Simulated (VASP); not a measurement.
A run of VASP 6.6.1:

INCAR

```
  PREC = Accurate
  ENCUT = 520
  EDIFF = 1E-6
  ISMEAR = -1
  SIGMA = 0.05
  LREAL = Auto
  LASPH = True
  NELM = 150
  ALGO = Normal
  ISIF = 2
  LWAVE = False
  LCHARG = True
  ISPIN = 2
  MAGMOM = 0 0 0 0 0 0 0 0 0.125 0 0 0 0 0 0 0 0.125 0.125 0.125 0 0 0 0 0 0 0.125 0 0 0 0.125 0 0 0 0.125 0 0.125 0 0 0 0 0
  LORBIT = 11
  LMAXMIX = 4
  GGA = PS
  LELF = True
  LVHAR = True
  NELECT = 329.0
  ISYM = 0
  NBANDS = 196
```

File KPOINTS:

```
Automatic mesh
0
Gamma
  1 1 1
  0.25 0.25 0.25
```

The input POSCAR:

```
Sr8Ti9O24
1.0
    7.7828210000      0.0000000000      0.0000000000
    0.0000000000      7.7828210000      0.0000000000
    0.0000000000      0.0000000000      7.7828210000
Sr Ti O
8 9 24
Direct
    0.0026370000      0.9382910000      0.9357080000
    0.0057240000      0.9918030000      0.5154250000
    0.0047430000      0.5154070000      0.9922210000
    0.0028970000      0.5190550000      0.5196770000
    0.5038510000      0.9907860000      0.9907600000
    0.5044970000      0.9974900000      0.5116090000
    0.5051580000      0.5122680000      0.9967440000
    0.5051090000      0.5132610000      0.5119510000
    0.0157070000      0.1524450000      0.1535970000
    0.2621360000      0.2483270000      0.7577260000
    0.2473350000      0.7544590000      0.2454360000
    0.2623830000      0.7430340000      0.7404870000
    0.7281610000      0.2739580000      0.2733090000
    0.7649430000      0.2471050000      0.7591730000
    0.7513600000      0.7620270000      0.2459540000
    0.7455920000      0.7423410000      0.7410070000
    0.2779100000      0.2741680000      0.2747400000
    0.1943870000      0.2467750000      0.0105650000
    0.2960580000      0.2526130000      0.5103410000
    0.2582540000      0.7528800000      0.9991730000
    0.2596400000      0.7534350000      0.4984530000
    0.8212240000      0.2463020000      0.0161670000
    0.7151880000      0.2516190000      0.5074690000
    0.7550950000      0.7508520000      0.9987260000
    0.7547780000      0.7546780000      0.4989880000
    0.0039730000      0.3117470000      0.3110270000
    0.0017080000      0.2455170000      0.7212370000
    0.0085000000      0.7214880000      0.2486060000
    0.0052510000      0.7379600000      0.7383920000
    0.5067640000      0.2201100000      0.2190090000
    0.5021430000      0.2502960000      0.8013710000
    0.5116550000      0.8015330000      0.2515960000
    0.5050440000      0.7450150000      0.7473450000
    0.1976800000      0.0125830000      0.2496760000
    0.2565190000      0.9974470000      0.7508060000
    0.2981720000      0.5100660000      0.2502010000
    0.2553070000      0.4981100000      0.7559030000
    0.8228670000      0.0146810000      0.2474130000
    0.7512190000      0.9980110000      0.7510120000
    0.7170380000      0.5080570000      0.2518710000
    0.7523250000      0.4974050000      0.7554760000
```

Potentials or basis: VASP PAW PBE potentials, release 64 (Sr_sv, Ti_sv, O).

Launch:

```bash
$ cat potpaw_PBE.64/Sr_sv/POTCAR potpaw_PBE.64/Ti_sv/POTCAR potpaw_PBE.64/O/POTCAR > POTCAR
$ mpirun -np 1 vasp_std > vasp.out
```

Hardware: 1 thread of Oxide Virtual Turin-like Processor, on a shared host.

Estimate the wall time of this run.

It took 38 min on 1 thread of Oxide Virtual Turin-like Processor, with other jobs on the host, peak memory 0.91 GiB. Counts: scf iterations 19, k points 4.
